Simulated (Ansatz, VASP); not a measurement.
One calculation of HfB2, two programs

INCAR

```
SYSTEM = HfB2
PREC = Accurate ; ENCUT = 520
EDIFF = 1E-8 ; ISMEAR = -1
SIGMA = 0.05 ; LREAL = .FALSE.
LASPH = .TRUE. ; NELM = 80
ALGO = Normal ; ISIF = 2
LWAVE = .FALSE. ; LCHARG = .FALSE.
GGA = PE ; LEFG = .TRUE.
NBANDS = 15
```

File KPOINTS:

```
regular mesh
0
G
  13 13 11
  0 0 0
```

File POSCAR:

```
HfB2
1.0
    3.1400001005      0.0157000005      0.0157000005
   -1.5564034510      2.7114698546      0.0057465990
    0.0174000000      0.0174000000      3.4800000000
Hf B
1 2
Direct
    0.0000000000      0.0000000000      0.0000000000
    0.3333333333      0.6666666667      0.5000000000
    0.6666666667      0.3333333333      0.5000000000
```

Input for Ansatz:

```yaml
crystal:
  lattice:
    - [3.1400001005, 0.0157000005, 0.0157000005]
    - [-1.556403451, 2.7114698546, 0.005746599]
    - [0.0174, 0.0174, 3.48]
  atoms:
    - { symbol: Hf, position: [0.0, 0.0, 0.0] }
    - { symbol: B, position: [0.3333333333, 0.6666666667, 0.5] }
    - { symbol: B, position: [0.6666666667, 0.3333333333, 0.5] }
kpoints:
  mp_grid: { grid: [13, 13, 11] }
scf:
  occupations: { method: fermi_dirac, width: 0.05 }
hamiltonian:
  xc: pbe
  pseudopotentials: { kind: paw }
output:
  forces: true
  stress: true
  eigenvalues: true
  efg: { contact_densities: true }
```

Change from the starting cell: equal xy, yz and zx shear strains of +1 %, PAW files.

Alike in both runs: task electric field gradients; functional PBE; k mesh 13 × 13 × 11; occupations fermi-dirac, width 0.05 eV; no spin polarisation.

```csv
,VASP,Ansatz
version,VASP 6.6.1,Ansatz 0.2.0
potentials or method,"VASP PAW PBE potentials, release 64 (Hf_pv, B)","PAW with Ansatz's default frozen-core files, scalar-relativistic"
plane-wave cutoff (eV),520,420
valence electrons in the cell,16,32
```

VASP gave:

```
pressure (GPa)                                                : 1.1
traceless stress, the component that is largest in VASP (GPa) : -2.70
rms of the force components (eV/Å)                            : 0.005
size of Vzz on the site where it differs most (V/Å²)          : 84.2
```

Q: What did Ansatz give for the same quantities?

A: Pressure (GPa): 1.4; traceless stress, the component that is largest in VASP (GPa): -2.69; rms of the force components (eV/Å): 0.005; size of Vzz on the site where it differs most (V/Å²): 112.9.

Atom by atom the forces differ by 0.000 eV/Å (rms over components). VASP's potentials hold 16 valence electrons a cell and Ansatz's 32, so a difference there can come from the potentials and not from the codes.

Spin-orbit coupling is off throughout.
